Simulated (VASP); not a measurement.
# Ag2WO4 in VASP: single point with r2SCAN

Aim: the single point of Ag2WO4 with r2SCAN.

Program: VASP 6.6.1. These are calculated values, not measurements. Logs are shortened: lines on timing, memory, paths and dates and some standing lists are left out, and cuts for length are marked.

**1. The cell of the first run**

The cell holds a disordered packing, 14 atoms: a = 6.116 Å, b = 6.188 Å, c = 5.854 Å, α = 83.98°, β = 80.47°, γ = 86.63°.

**2. Single point, r2SCAN**

POSCAR

```
Ag2WO4
1.0
    6.1077420000      0.1900070000      0.2534290000
    0.1334630000      6.1061850000      0.9951680000
    0.7408670000     -0.3387470000      5.7975090000
W Ag O
2 4 8
Direct
    0.7101550000      0.9706950000      0.1460290000
    0.1813240000      0.9393120000      0.3220350000
    0.7057440000      0.5490160000      0.5272080000
    0.1549970000      0.4552600000      0.1636150000
    0.6410940000      0.5036800000      0.0440690000
    0.5822120000      0.0528180000      0.6582280000
    0.9074530000      0.2520750000      0.8496490000
    0.3093710000      0.6279920000      0.5945970000
    0.9894220000      0.2593350000      0.5246820000
    0.0329430000      0.5213010000      0.7370800000
    0.8619370000      0.7844230000      0.7600770000
    0.1240560000      0.7758490000      0.8913760000
    0.1890610000      0.1411240000      0.7235020000
    0.3670170000      0.3493570000      0.4848940000
```

INCAR.step1

```
  PREC = Accurate
  ENCUT = 520
  ISMEAR = -1
  SIGMA = 0.0124
  LREAL = F
  LASPH = T
  NELM = 60
  NBANDS = 73
  GGA = PE
  ALGO = Normal
  EDIFF = 1E-4
  LWAVE = T
  LCHARG = F
```

INCAR.step2

```
  PREC = Accurate
  ENCUT = 520
  EDIFF = 1E-7
  ISMEAR = -1
  SIGMA = 0.0124
  LREAL = F
  LASPH = T
  NELM = 60
  ALGO = Normal
  ISIF = 2
  LWAVE = F
  LCHARG = F
  METAGGA = R2SCAN
  LMIXTAU = T
  NBANDS = 73
  ISTART = 1
```

KPOINTS

```
Automatic mesh
0
Gamma
  3 3 3
  0.5 0.5 0
```

Potentials or basis: VASP PAW PBE potentials, release 64 (W_sv, Ag, O).

Started as:

```bash
$ cat potpaw_PBE.64/W_sv/POTCAR potpaw_PBE.64/Ag/POTCAR potpaw_PBE.64/O/POTCAR > POTCAR
$ cp INCAR.step1 INCAR
$ mpirun -np 1 vasp_std > vasp.out
$ cp INCAR.step2 INCAR
$ mpirun -np 1 vasp_std > vasp.out
```

OUTCAR:

```text
PREC = Accurate
   ENCUT = 520
   EDIFF = 1E-7
   ISMEAR = -1
   LREAL = F
   LASPH = T
   NELM = 60
   ISIF = 2
   METAGGA = R2SCAN
   ISTART = 1

 ion  position               nearest neighbor table
   1  0.710  0.971  0.146-   7 2.53  11 2.65   6 3.06   6 3.07   5 3.08   2 3.21   2 3.24   3 3.25
                             5 3.30
   2  0.181  0.939  0.322-   8 2.54   9 2.54   1 3.21   4 3.23   1 3.24   4 3.25   6 3.53
   3  0.706  0.549  0.527-   9 2.42   8 2.42  11 2.43  10 2.50  14 2.53   5 2.96   5 2.97   6 3.19
                             4 3.25   1 3.25   6 3.30
   4  0.155  0.455  0.164-   9 2.42  12 2.43  14 2.47  10 2.71   5 2.96   2 3.23   2 3.25   3 3.25
                             5 3.32
   5  0.641  0.504  0.044-   7 2.42  11 2.56  10 2.75   3 2.96   4 2.96   3 2.97   1 3.08   1 3.30
                             4 3.32
   6  0.582  0.053  0.658-  13 2.41  11 2.42  14 2.43   1 3.06   1 3.07   3 3.19   3 3.30   2 3.53

   7  0.907  0.252  0.850-  13 1.88   9 1.88  10 1.88   5 2.42   1 2.53
   8  0.309  0.628  0.595-  10 1.88  14 1.90   3 2.42   2 2.54
   9  0.989  0.259  0.525-   7 1.88  13 1.89   3 2.42   4 2.42   2 2.54
  10  0.033  0.521  0.737-   8 1.88   7 1.88  11 1.89   3 2.50   4 2.71   5 2.75
  11  0.862  0.784  0.760-  12 1.89  10 1.89   6 2.42   3 2.43   5 2.56   1 2.65
  12  0.124  0.776  0.891-  11 1.89   4 2.43
  13  0.189  0.141  0.724-   7 1.88   9 1.89   6 2.41
  14  0.367  0.349  0.485-   8 1.90   6 2.43   4 2.47   3 2.53

  LATTYP: Found a triclinic cell.
 ALAT       =     5.8544636003
 B/A-ratio  =     1.5293754157
 C/A-ratio  =     3.0175310256
 COS(alpha) =     0.0007564440
 COS(beta)  =     0.6466472747
 COS(gamma) =     0.7263530707

  Lattice vectors:

 A1 = (  -0.7408670000,   0.3387470000,  -5.7975090000)
 A2 = (  -0.8743300000,  -5.7674380000,  -6.7926770000)
 A3 = (  -7.3225500000,  12.6998570000,  -9.8581110000)

Analysis of symmetry for initial positions (statically):
=====================================================================
 Subroutine PRICEL returns:
 Original cell was already a primitive cell.

 Routine SETGRP: Setting up the symmetry group for a
 triclinic supercell.

 Subroutine GETGRP returns: Found  1 space group operations
 (whereof  1 operations were pure point group operations)
 out of a pool of  2 trial point group operations.

The static configuration has the point symmetry C_1 .

Analysis of symmetry for dynamics (positions and initial velocities):
=====================================================================
 Subroutine PRICEL returns:
 Original cell was already a primitive cell.

 Routine SETGRP: Setting up the symmetry group for a
 triclinic supercell.

 Subroutine GETGRP returns: Found  1 space group operations
 (whereof  1 operations were pure point group operations)
 out of a pool of  2 trial point group operations.

The dynamic configuration has the point symmetry C_1 .

 Subroutine INISYM returns: Found  1 space group operations
 (whereof  1 operations are pure point group operations),
 and found     1 'primitive' translations

----------------------------------------------------------------------------------------

                                     Primitive cell

  volume of cell :     217.1122

  direct lattice vectors                    reciprocal lattice vectors
     6.107742000  0.190007000  0.253429000     0.164605066 -0.000167958 -0.021044790
     0.133463000  6.106185000  0.995168000    -0.005469133  0.162229149  0.010177912
     0.740867000 -0.338747000  5.797509000    -0.006256651 -0.027840007  0.171660730

  length of vectors
     6.115949743  6.188187697  5.854463600     0.165944988  0.162640087  0.174016143

  position of ions in fractional coordinates (direct lattice)
     0.710155000  0.970695000  0.146029000
     0.181324000  0.939312000  0.322035000
     0.705744000  0.549016000  0.527208000
     0.154997000  0.455260000  0.163615000
     0.641094000  0.503680000  0.044069000
     0.582212000  0.052818000  0.658228000
     0.907453000  0.252075000  0.849649000
     0.309371000  0.627992000  0.594597000
     0.989422000  0.259335000  0.524682000
     0.032943000  0.521301000  0.737080000
     0.861937000  0.784423000  0.760077000
[... 35 lines left out ...]

  Length of vectors
     0.055314996  0.054213362  0.058005381

  Shift w.r.t. Gamma in fractional coordinates (k-lattice)
     0.500000000  0.500000000  0.000000000

 Subroutine IBZKPT returns following result:
 ===========================================

 Found     14 irreducible k-points:

 Following reciprocal coordinates:
            Coordinates               Weight
  0.166667  0.166667 -0.000000      2.000000
  0.500000  0.166667  0.000000      2.000000
 -0.166667  0.166667  0.000000      2.000000
  0.166667  0.500000 -0.000000      2.000000
  0.500000  0.500000  0.000000      1.000000
  0.166667  0.166667  0.333333      2.000000
  0.500000  0.166667  0.333333      2.000000
 -0.166667  0.166667  0.333333      2.000000
  0.166667  0.500000  0.333333      2.000000
  0.500000  0.500000  0.333333      2.000000
 -0.166667  0.500000  0.333333      2.000000
  0.166667 -0.166667  0.333333      2.000000
  0.500000 -0.166667  0.333333      2.000000
 -0.166667 -0.166667  0.333333      2.000000
   k-points           NKPTS =     14   k-points in BZ     NKDIM =     14   number of bands    NBANDS=     73
   number of dos      NEDOS =    301   number of ions     NIONS =     14
   total plane-waves  NPLWV = 110592
   dimension x,y,z NGX =    48 NGY =   48 NGZ =   48
   dimension x,y,z NGXF=    96 NGYF=   96 NGZF=   96
   ions per type =               2   4   8
   NGX,Y,Z   is equivalent  to a cutoff of  13.05, 12.90, 13.63 a.u.
   NGXF,Y,Z  is equivalent  to a cutoff of  26.10, 25.79, 27.26 a.u.
 SYSTEM =  unknown system
   PREC   = accura    normal or accurate (medium, high low for compatibility)
   ISTART =      1    job   : 0-new  1-cont  2-samecut
   ICHARG =      0    charge: 1-file 2-atom 10-const
   ISPIN  =      1    spin polarized calculation?
   LNONCOLLINEAR =      F non collinear calculations
   LSORBIT =      F    spin-orbit coupling
   LASPH  =      T    aspherical Exc in radial PAW
   ENCUT  =  520.0 eV  38.22 Ry    6.18 a.u.  11.37 11.51 10.89*2*pi/ulx,y,z
   NELM   =     60;   NELMIN=  2; NELMDL=  0     # of ELM steps
   EDIFF  = 0.1E-06   stopping-criterion for ELM
   LREAL  =      F    real-space projection
   EDIFFG = 0.1E-05   stopping-criterion for IOM
   NSW    =      0    number of steps for IOM
   IBRION =     -1    ionic relax: 0-MD 1-quasi-New 2-CG
   NFREE  =      0    steps in history (QN), initial steepest desc. (CG)
   ISIF   =      2    stress and relaxation
   ISYM   =      2    0-nonsym 1-usesym 2-fastsym
   POTIM  = 0.5000    time-step for ionic-motion
   TEBEG  =    0.0;   TEEND  =   0.0 temperature during run
   PSTRESS=    0.0 pullay stress
   NELECT =     120.0000    total number of electrons
   NUPDOWN=      -1.0000    fix difference up-down
   EMIN   =  10.00;   EMAX   =-10.00  energy-range for DOS
   EFERMI =   0.00;   METHOD = LEGACY
   ISMEAR =    -1;   SIGMA  =   0.01  broadening in eV -4-tet -1-fermi 0-gaus
   EFERMI_NEDOS =   21; number of points for ismear=-14 and -15
   IALGO  =     38    algorithm
   IMIX   =      4    mixing-type and parameters
     AMIX     =   0.40;   BMIX     =  1.00
     AMIX_MAG =   1.60;   BMIX_MAG =  1.00
  volume/ion in A,a.u.               =      15.51       104.65
  Fermi-wavevector in a.u.,A,eV,Ry     =   1.343509  2.538863 24.558729  1.805016
  Thomas-Fermi vector in A             =   2.471577
   LORBIT       =      0    0 simple, 1 ext, 2 COOP (PROOUT), +10 PAW based schemes
   METAGGA = R2SCAN    functional components
   LHFCALC =     F    Hartree Fock is set to
   AEXX    =    0.0000 exact exchange contribution
   IVDW    =     0    specifies the selected vdW correction
   LEPSILON=     F    determine dielectric tensor
   LRPA    =     F    only Hartree local field effects (RPA)
 non-spin polarized calculation
  energy-cutoff  :      520.00
  volume of cell :      217.11
 maximum number of plane-waves:      5877
 NGX is ok and might be reduce to    48
   NGX = 23   NGY = 23   NGZ = 21

 number of electron     119.9999994 magnetization

 Free energy of the ion-electron system (eV)
  ---------------------------------------------------
  ext. energy  EPLUGINS =         0.00000000
  ---------------------------------------------------
  free energy    TOTEN  =      -213.65607275 eV

  energy without entropy =     -213.64923002  energy(sigma->0) =     -213.65265138

 E-fermi :   3.7281     XC(G=0): -11.2641

 val. band max:        3.7279568934   @ k =  -0.1667  -0.1667   0.3333
 cond. band min:       3.7391118348   @ k =   0.1667   0.5000   0.3333
 fundamental gap:      0.0111549414
 Fermi energy:         3.7280990135

 k-point     1 :       0.1667    0.1667   -0.0000
  band No.  band energies     occupation
      1     -73.4886      2.00000
      2     -73.1049      2.00000
      3     -37.0314      2.00000
      4     -36.9611      2.00000
      5     -36.6929      2.00000
      6     -36.5848      2.00000
[... 1039 lines left out ...]
     71       5.5375      0.00000
     72       6.1833      0.00000
 [bands above 72 left out]

------------------------ aborting loop because EDIFF is reached ----------------------------------------

  FORCE on cell =-STRESS in cart. coord.  units (eV):
  Direction    XX          YY          ZZ          XY          YZ          ZX
  --------------------------------------------------------------------------------------
  -------------------------------------------------------------------------------------
  Total      -22.2316566    -20.2994613    -21.4080873      2.3270701      1.5529868      1.6103848
  in kB     -164.0582679   -149.7996538   -157.9807474     17.1725888     11.4602493     11.8838169
  external PRESSURE =    -157.2795564 kB  Pullay stress =       0.0000000 kB

 VOLUME and BASIS-vectors are now :
 -----------------------------------------------------------------------------
  energy-cutoff  :      520.00
  volume of cell :      217.11
      direct lattice vectors                 reciprocal lattice vectors
     6.107742000  0.190007000  0.253429000     0.164605066 -0.000167958 -0.021044790
     0.133463000  6.106185000  0.995168000    -0.005469133  0.162229149  0.010177912
     0.740867000 -0.338747000  5.797509000    -0.006256651 -0.027840007  0.171660730

 POSITION                                       TOTAL-FORCE (eV/Angst)
 -----------------------------------------------------------------------------------
      4.57518      6.01271      1.99258         1.125522      0.680952     -2.336665
      1.47143      5.66098      2.84773         0.362138      0.082370      2.361678
      4.77437      3.30790      3.78171        -0.334403      0.361224     -0.642719
      1.12866      2.75393      1.44090        -0.038552      0.288639      0.073981
      4.01551      3.18245      0.91921         0.090811     -0.044429      0.490414
      4.05071      0.21017      4.01619        -0.172264     -0.039176     -0.379791
      6.20561      1.42382      5.40668        -2.663642     -2.261137      3.827334
      2.41389      3.69200      4.15054        -1.256329      1.042853     -1.606773
      6.46647      1.59381      3.55068        -0.395092     -2.096282     -4.537460
      0.81686      2.93974      4.80036         1.082242     -0.175643      0.195111
      5.93230      4.69613      5.40563        -2.142510      1.488975      1.215372
      1.52164      4.45910      5.97130         1.060567      1.347266      3.545548
      1.70959      0.65257      4.38286         1.382025     -0.861910     -1.561647
      2.64751      2.03872      3.25186         1.899487      0.186299     -0.644383
 -----------------------------------------------------------------------------------
    total drift:                               -0.001339     -0.001161     -0.000684

  FREE ENERGIE OF THE ION-ELECTRON SYSTEM (eV)
  ---------------------------------------------------
  free  energy   TOTEN  =      -213.6560727463 eV

  energy  without entropy=     -213.6492300192  energy(sigma->0) =     -213.65265138
```

It took 86 min on 1 thread of Intel Xeon 8259CL, shared host; peak memory 0.45 GiB.

Results:

- Free energy: -213.6561 eV
- Pressure: -15.7 GPa
- Largest force: 5.182 eV/Å
- Band gap on the k mesh: zero (filled and empty bands touch)

Forces in eV/Å, atoms in the order of the input:
```
W    1.126  0.681 -2.337
W    0.362  0.082  2.362
Ag  -0.334  0.361 -0.643
Ag  -0.039  0.289  0.074
Ag   0.091 -0.044  0.490
Ag  -0.172 -0.039 -0.380
O   -2.664 -2.261  3.827
O   -1.256  1.043 -1.607
O   -0.395 -2.096 -4.537
O    1.082 -0.176  0.195
O   -2.143  1.489  1.215
O    1.061  1.347  3.546
O    1.382 -0.862 -1.562
O    1.899  0.186 -0.644
```

Caveat: the k points lie up to 0.36 Å⁻¹ apart; the PAW data sets were made with another functional, which shifts forces and pressure a little; spin-orbit coupling is left out, which moves the levels of the heavy elements.
